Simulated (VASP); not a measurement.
# MoS2 (R-3m) in VASP: notebook

MoS2 is run at these levels: PBEsol+D3(BJ), PBEsol+D4, PBEsol; tasks: single point, relaxation of cell and atoms.

Program: VASP 6.6.1. These are calculated values, not measurements. Logs are shortened: lines on timing, memory, paths and dates and some standing lists are left out, and cuts for length are marked.

**1. The cell of the first run**

Symmetry: R-3m, No. 166, trigonal system. The conventional cell has a = 3.087 Å, b = 3.087 Å, c = 17.518 Å, α = 90.00°, β = 90.00°, γ = 120.00°. Within 3.2 Å of Mo (site symmetry -3m) lie 6 S at 2.40 Å and 6 Mo at 3.09 Å. S (site symmetry 3m) has 3 Mo at 2.40 Å and 9 S at 3.09 to 3.17 Å within 3.2 Å.

**2. Single point, PBEsol+D3(BJ)**

INCAR reads:

```
PREC = Accurate
ENCUT = 520
EDIFF = 1E-6
ISMEAR = -1
SIGMA = 0.05
LREAL = False
LASPH = True
NELM = 100
ALGO = Normal
ISIF = 2
LWAVE = False
LCHARG = False
GGA = PS
IVDW = 12
NBANDS = 20
```

KPOINTS reads:

```
regular mesh
0
Gamma
  10 10 10
```

POSCAR reads:

```
MoS2
1.0
    1.5436765000      0.8912420428      5.8394562377
   -1.5436765000      0.8912420428      5.8394562377
    0.0000000000     -1.7824840856      5.8394562377
Mo S
1 2
Direct
    0.0000000000      0.0000000000      0.0000000000
    0.2415562312      0.2415562312      0.2415562312
    0.7584437688      0.7584437688      0.7584437688
```

Potentials or basis: VASP PAW PBE potentials, release 64 (Mo_sv, S).

Started as:

```
> cat potpaw_PBE.64/Mo_sv/POTCAR potpaw_PBE.64/S/POTCAR > POTCAR
> mpirun -np 1 vasp_std > vasp.out
```

OUTCAR:

```text
PREC = Accurate
   ENCUT = 520
   EDIFF = 1E-6
   ISMEAR = -1
   LREAL = False
   LASPH = True
   NELM = 100
   ISIF = 2
   GGA = PS
   IVDW = 12
 IVDW          = 12

 ion  position               nearest neighbor table
   1  0.000  0.000  0.000-   3 2.40   2 2.40   3 2.40   3 2.40   2 2.40   2 2.40
   2  0.242  0.242  0.242-   1 2.40   1 2.40   1 2.40
   3  0.758  0.758  0.758-   1 2.40   1 2.40   1 2.40

  LATTYP: Found a trigonal (rhomboedric) cell.
 ALAT       =     6.1054482774
 COS(alpha) =     0.8721480170

  Lattice vectors:

 A1 = (   1.5436765000,   0.8912420428,   5.8394562377)
 A2 = (  -1.5436765000,   0.8912420428,   5.8394562377)
 A3 = (   0.0000000000,  -1.7824840856,   5.8394562377)

Analysis of symmetry for initial positions (statically):
=====================================================================
 Subroutine PRICEL returns:
 Original cell was already a primitive cell.

 Routine SETGRP: Setting up the symmetry group for a
 trigonal (rhombohedral) supercell.

 Subroutine GETGRP returns: Found 12 space group operations
 (whereof 12 operations were pure point group operations)
 out of a pool of 12 trial point group operations.

The static configuration has the point symmetry D_3d.

Analysis of symmetry for dynamics (positions and initial velocities):
=====================================================================
 Subroutine PRICEL returns:
 Original cell was already a primitive cell.

 Routine SETGRP: Setting up the symmetry group for a
 trigonal (rhombohedral) supercell.

 Subroutine GETGRP returns: Found 12 space group operations
 (whereof 12 operations were pure point group operations)
 out of a pool of 12 trial point group operations.

The dynamic configuration has the point symmetry D_3d.

 Subroutine INISYM returns: Found 12 space group operations
 (whereof 12 operations are pure point group operations),
 and found     1 'primitive' translations

----------------------------------------------------------------------------------------

                                     Primitive cell

  volume of cell :      48.2032

  direct lattice vectors                    reciprocal lattice vectors
     1.543676500  0.891242043  5.839456238     0.323902061  0.187004942  0.057082941
    -1.543676500  0.891242043  5.839456238    -0.323902061  0.187004942  0.057082941
     0.000000000 -1.782484086  5.839456238     0.000000000 -0.374009884  0.057082941

  length of vectors
     6.105448277  6.105448277  6.105448277     0.378340925  0.378340925  0.378340925

  position of ions in fractional coordinates (direct lattice)
     0.000000000  0.000000000  0.000000000
     0.241556231  0.241556231  0.241556231
     0.758443769  0.758443769  0.758443769

  ion indices of the primitive-cell ions
   primitive index   ion index
                 1           1
                 2           2
                 3           3

----------------------------------------------------------------------------------------

 KPOINTS: regular mesh

Automatic generation of k-mesh.
 Grid dimensions read from file:
 generate k-points for:   10   10   10

 Generating k-lattice:

  Cartesian coordinates                     Fractional coordinates (reciprocal lattice)
     0.032390206  0.018700494  0.005708294     0.100000000  0.000000000  0.000000000
    -0.032390206  0.018700494  0.005708294     0.000000000  0.100000000  0.000000000
     0.000000000 -0.037400988  0.005708294     0.000000000  0.000000000  0.100000000

  Length of vectors
     0.037834093  0.037834093  0.037834093

  Shift w.r.t. Gamma in fractional coordinates (k-lattice)
     0.000000000  0.000000000  0.000000000

 Subroutine IBZKPT returns following result:
 ===========================================

 Found    116 irreducible k-points:

 Following reciprocal coordinates:
            Coordinates               Weight
  0.000000  0.000000  0.000000      1.000000
  0.100000  0.000000 -0.000000      6.000000
  0.200000  0.000000 -0.000000      6.000000
  0.300000  0.000000  0.000000      6.000000
  0.400000  0.000000  0.000000      6.000000
  0.500000  0.000000  0.000000      3.000000
[... 16 lines left out ...]
  0.300000  0.300000  0.000000      6.000000
  0.400000  0.300000  0.000000     12.000000
 [... further k-points ...]
   k-points           NKPTS =    116   k-points in BZ     NKDIM =    116   number of bands    NBANDS=     20
   number of dos      NEDOS =    301   number of ions     NIONS =      3
   total plane-waves  NPLWV = 110592
   dimension x,y,z NGX =    48 NGY =   48 NGZ =   48
   dimension x,y,z NGXF=    96 NGYF=   96 NGZF=   96
   ions per type =               1   2
   NGX,Y,Z   is equivalent  to a cutoff of  13.07, 13.07, 13.07 a.u.
   NGXF,Y,Z  is equivalent  to a cutoff of  26.14, 26.14, 26.14 a.u.
 SYSTEM =  unknown system
   PREC   = accura    normal or accurate (medium, high low for compatibility)
   ISTART =      0    job   : 0-new  1-cont  2-samecut
   ICHARG =      2    charge: 1-file 2-atom 10-const
   ISPIN  =      1    spin polarized calculation?
   LNONCOLLINEAR =      F non collinear calculations
   LSORBIT =      F    spin-orbit coupling
   LASPH  =      T    aspherical Exc in radial PAW
   ENCUT  =  520.0 eV  38.22 Ry    6.18 a.u.  11.35 11.35 11.35*2*pi/ulx,y,z
   NELM   =    100;   NELMIN=  2; NELMDL= -5     # of ELM steps
   EDIFF  = 0.1E-05   stopping-criterion for ELM
   LREAL  =      F    real-space projection
   EDIFFG = 0.1E-04   stopping-criterion for IOM
   NSW    =      0    number of steps for IOM
   IBRION =     -1    ionic relax: 0-MD 1-quasi-New 2-CG
   NFREE  =      0    steps in history (QN), initial steepest desc. (CG)
   ISIF   =      2    stress and relaxation
   ISYM   =      2    0-nonsym 1-usesym 2-fastsym
   POTIM  = 0.5000    time-step for ionic-motion
   TEBEG  =    0.0;   TEEND  =   0.0 temperature during run
   PSTRESS=    0.0 pullay stress
   NELECT =      26.0000    total number of electrons
   NUPDOWN=      -1.0000    fix difference up-down
   EMIN   =  10.00;   EMAX   =-10.00  energy-range for DOS
   EFERMI =   0.00;   METHOD = LEGACY
   ISMEAR =    -1;   SIGMA  =   0.05  broadening in eV -4-tet -1-fermi 0-gaus
   EFERMI_NEDOS =   21; number of points for ismear=-14 and -15
   IALGO  =     38    algorithm
   IMIX   =      4    mixing-type and parameters
     AMIX     =   0.40;   BMIX     =  1.00
     AMIX_MAG =   1.60;   BMIX_MAG =  1.00
  volume/ion in A,a.u.               =      16.07       108.43
  Fermi-wavevector in a.u.,A,eV,Ry     =   1.332623  2.518293 24.162381  1.775885
  Thomas-Fermi vector in A             =   2.461544
   LORBIT       =      0    0 simple, 1 ext, 2 COOP (PROOUT), +10 PAW based schemes
   GGA     = PS    functional components
   LHFCALC =     F    Hartree Fock is set to
   AEXX    =    0.0000 exact exchange contribution
   IVDW    =    12    specifies the selected vdW correction
   LEPSILON=     F    determine dielectric tensor
   LRPA    =     F    only Hartree local field effects (RPA)
 non-spin polarized calculation
  energy-cutoff  :      520.00
  volume of cell :       48.20
 maximum number of plane-waves:      1317
 NGX is ok and might be reduce to    48
   NGX = 23   NGY = 23   NGZ = 23

 number of electron      25.9999998 magnetization

 Free energy of the ion-electron system (eV)
  ---------------------------------------------------
  ext. energy  EPLUGINS =         0.00000000
  ---------------------------------------------------
  free energy    TOTEN  =       -22.61684171 eV

  energy without entropy =      -22.61076712  energy(sigma->0) =      -22.61380441

 E-fermi :   8.9622     XC(G=0): -11.6788

 val. band max:        8.9598079159   @ k =   0.5000   0.5000   0.5000
 cond. band min:       8.9630433005   @ k =   0.5000   0.3000   0.1000
 fundamental gap:      0.0032353847
 Fermi energy:         8.9621550651

 k-point     1 :       0.0000    0.0000    0.0000
  band No.  band energies     occupation
      1     -52.5428      2.00000
      2     -26.7148      2.00000
      3     -26.4844      2.00000
      4     -26.4844      2.00000
      5      -6.5365      2.00000
      6      -4.5706      2.00000
[... 12 lines left out ...]
     19      16.3062      0.00000
     20      18.6927      0.00000

 k-point     2 :       0.1000    0.0000   -0.0000
  band No.  band energies     occupation
      1     -52.5375      2.00000
      2     -26.7050      2.00000
      3     -26.5339      2.00000
      4     -26.4956      2.00000
      5      -6.3579      2.00000
      6      -4.5302      2.00000
[... 12 lines left out ...]
     19      16.8152      0.00000
     20      18.1405      0.00000

 k-point     3 :       0.2000    0.0000   -0.0000
  band No.  band energies     occupation
      1     -52.5234      2.00000
      2     -26.6798      2.00000
      3     -26.6613      2.00000
      4     -26.5248      2.00000
      5      -5.8595      2.00000
      6      -4.4045      2.00000
[... 12 lines left out ...]
     19      17.2381      0.00000
     20      18.7073      0.00000

 k-point     4 :       0.3000    0.0000    0.0000
  band No.  band energies     occupation
      1     -52.5060      2.00000
      2     -26.8172      2.00000
      3     -26.6468      2.00000
      4     -26.5607      2.00000
      5      -5.1844      2.00000
      6      -4.1645      2.00000
[... 12 lines left out ...]
     19      16.5382      0.00000
     20      18.6034      0.00000

 k-point     5 :       0.4000    0.0000    0.0000
  band No.  band energies     occupation
      1     -52.4919      2.00000
      2     -26.9401      2.00000
      3     -26.6207      2.00000
      4     -26.5896      2.00000
      5      -4.6742      2.00000
      6      -3.7271      2.00000
[... 12 lines left out ...]
     19      16.0878      0.00000
     20      16.8022      0.00000
[... 353 lines left out ...]
      6      -3.8552      2.00000
[... 12 lines left out ...]
     19      17.2745      0.00000
     20      17.7796      0.00000

 k-point    22 :      -0.2000    0.2000    0.0000
  band No.  band energies     occupation
      1     -52.4979      2.00000
      2     -26.8421      2.00000
      3     -26.6353      2.00000
      4     -26.6218      2.00000
      5      -4.7627      2.00000
      6      -4.1265      2.00000
[... 12 lines left out ...]
     19      17.6001      0.00000
     20      18.0885      0.00000

 k-point    23 :       0.3000    0.3000    0.0000
  band No.  band energies     occupation
      1     -52.5060      2.00000
      2     -26.8172      2.00000
      3     -26.6469      2.00000
      4     -26.5607      2.00000
      5      -4.9953      2.00000
      6      -4.4151      2.00000
[... 12 lines left out ...]
     19      16.0570      0.00000
     20      18.1208      0.00000

 k-point    24 :       0.4000    0.3000    0.0000
  band No.  band energies     occupation
      1     -52.4963      2.00000
      2     -26.8814      2.00000
      3     -26.6294      2.00000
      4     -26.6022      2.00000
      5      -4.4907      2.00000
      6      -4.3021      2.00000
[... 12 lines left out ...]
     19      16.6260      0.00000
     20      17.6511      0.00000

 [... further k-points ...]

------------------------ aborting loop because EDIFF is reached ----------------------------------------

 Edisp (eV)   -1.22841

 E8    (eV) :    -0.7719

  FORCE on cell =-STRESS in cart. coord.  units (eV):
  Direction    XX          YY          ZZ          XY          YZ          ZX
  --------------------------------------------------------------------------------------
  -------------------------------------------------------------------------------------
  Total      -0.21418    -0.21418    -0.20369     0.00000     0.00000     0.00000
  in kB      -7.11882    -7.11882    -6.77018     0.00000     0.00000     0.00000
  external pressure =       -7.00 kB  Pullay stress =        0.00 kB

 VOLUME and BASIS-vectors are now :
 -----------------------------------------------------------------------------
  energy-cutoff  :      520.00
  volume of cell :       48.20
      direct lattice vectors                 reciprocal lattice vectors
     1.543676500  0.891242043  5.839456238     0.323902061  0.187004942  0.057082941
    -1.543676500  0.891242043  5.839456238    -0.323902061  0.187004942  0.057082941
     0.000000000 -1.782484086  5.839456238     0.000000000 -0.374009884  0.057082941

 POSITION                                       TOTAL-FORCE (eV/Angst)
 -----------------------------------------------------------------------------------
      0.00000      0.00000      0.00000         0.000000      0.000000      0.000000
      0.00000      0.00000      4.23167         0.000000     -0.000000      0.001893
      0.00000      0.00000     13.28670         0.000000      0.000000     -0.001893
 -----------------------------------------------------------------------------------
    total drift:                                0.000000      0.000000     -0.000000

  FREE ENERGIE OF THE ION-ELECTRON SYSTEM (eV)
  ---------------------------------------------------
  free  energy   TOTEN  =       -23.8452475461 eV

  energy  without entropy=      -23.8391729511  energy(sigma->0) =      -23.84221025
```

It took 2.5 min on 1 thread of Intel Xeon 6975P-C (Granite Rapids), shared host; peak memory 0.37 GiB.

Results:

```yaml
Free_energy: -23.8452 eV
Pressure: -0.7 GPa
Band_gap_on_the_k_mesh: zero (bands 13 and 14 overlap by 0.29 eV)
Dispersion_energy_per_atom: -0.409 eV
```

Levels at points of the mesh, in eV from the Fermi level:
```csv
k point,band 9,band 10,band 11,band 12,band 13,band 14,band 15,band 16,band 17,band 18
"(0.00, 0.00, 0.00)",-3.66,-1.77,-1.22,-0.75,-0.75,0.27,0.27,3.29,3.29,6.38
"(0.50, 0.00, 0.00)",-5.65,-4.04,-2.67,-2.09,-1.12,1.61,2.35,3.10,4.11,5.46
"(0.50, 0.50, 0.00)",-4.55,-3.85,-2.84,-2.69,-1.67,1.61,1.88,4.03,4.67,5.14
"(0.50, 0.50, 0.50)",-3.61,-3.61,-0.72,-0.72,-0.03,0.00,0.00,3.56,3.56,6.62
```

Caveat: three body term missing; the PAW data sets were made with another functional, which shifts forces and pressure a little.

**3. Single point, PBEsol+D4**

This run uses another cell than the first one, of 16.32 Å³/atom.

INCAR reads:

```
SYSTEM = MoS2
PREC     = Accurate       ! precision mode
ENCUT    = 520            ! plane-wave cutoff, eV
EDIFF    = 1E-6           ! SCF threshold, eV
ISMEAR   = -1             ! smearing method
SIGMA    = 0.05           ! smearing width, eV
LREAL    = .FALSE.        ! projectors in reciprocal space
LASPH    = .TRUE.         ! aspherical terms in the spheres
NELM     = 100            ! most SCF steps
ALGO     = Normal         ! electronic algorithm
ISIF     = 2              ! what is computed and relaxed
LWAVE    = .FALSE.        ! write WAVECAR
LCHARG   = .FALSE.        ! write CHGCAR
GGA      = PS             ! functional
IVDW     = 13             ! dispersion correction
NBANDS   = 20             ! bands
```

KPOINTS reads:

```
Automatic mesh
0
G
  10 10 10
  0 0 0
```

POSCAR reads:

```
MoS2
1.0
    1.5489764718      0.8943019830      5.8915280569
   -1.5489764718      0.8943019830      5.8915280569
    0.0000000000     -1.7886039659      5.8915280569
Mo S
1 2
Direct
    0.0000000000      0.0000000000      0.0000000000
    0.2425470006      0.2425470006      0.2425470006
    0.7574529994      0.7574529994      0.7574529994
```

Potentials or basis: VASP PAW PBE potentials, release 64 (Mo_sv, S).

Started as:

```
> cat potpaw_PBE.64/Mo_sv/POTCAR potpaw_PBE.64/S/POTCAR > POTCAR
> mpirun -np 1 vasp_std > vasp.out
```

Wall time 2.5 min (1 thread of Intel Xeon 6975P-C (Granite Rapids), shared host); peak memory 0.36 GiB.

The run converged. Its results:

```
Free energy                : -23.4328 eV
Pressure                   : 0.0 GPa
Band gap on the k mesh     : zero (bands 13 and 14 overlap by 0.34 eV)
Dispersion energy per atom : -0.267 eV
```

Forces in eV/Å, atoms in the order of the input:
```
Mo   0.000  0.000  0.000
S    0.000  0.000  0.003
S    0.000  0.000 -0.003
```

Levels at points of the mesh, in eV from the Fermi level:
| k point | band 9 | band 10 | band 11 | band 12 | band 13 | band 14 | band 15 | band 16 | band 17 | band 18 |
| --- | --- | --- | --- | --- | --- | --- | --- | --- | --- | --- |
| (0.00, 0.00, 0.00) | -3.69 | -1.73 | -1.33 | -0.78 | -0.78 | 0.21 | 0.21 | 3.28 | 3.28 | 6.36 |
| (0.50, 0.00, 0.00) | -5.59 | -4.04 | -2.70 | -2.09 | -1.17 | 1.54 | 2.29 | 3.13 | 4.07 | 5.46 |
| (0.50, 0.50, 0.00) | -4.57 | -3.88 | -2.85 | -2.63 | -1.66 | 1.54 | 1.86 | 3.96 | 4.65 | 5.08 |
| (0.50, 0.50, 0.50) | -3.65 | -3.65 | -0.75 | -0.75 | -0.07 | -0.03 | -0.03 | 3.52 | 3.52 | 6.56 |

Caveat: the PAW data sets were made with another functional, which shifts forces and pressure a little.

(Continued in part 2 of 2.)

The gap in the log of VASP goes by the Fermi energy; the results here count the filled bands.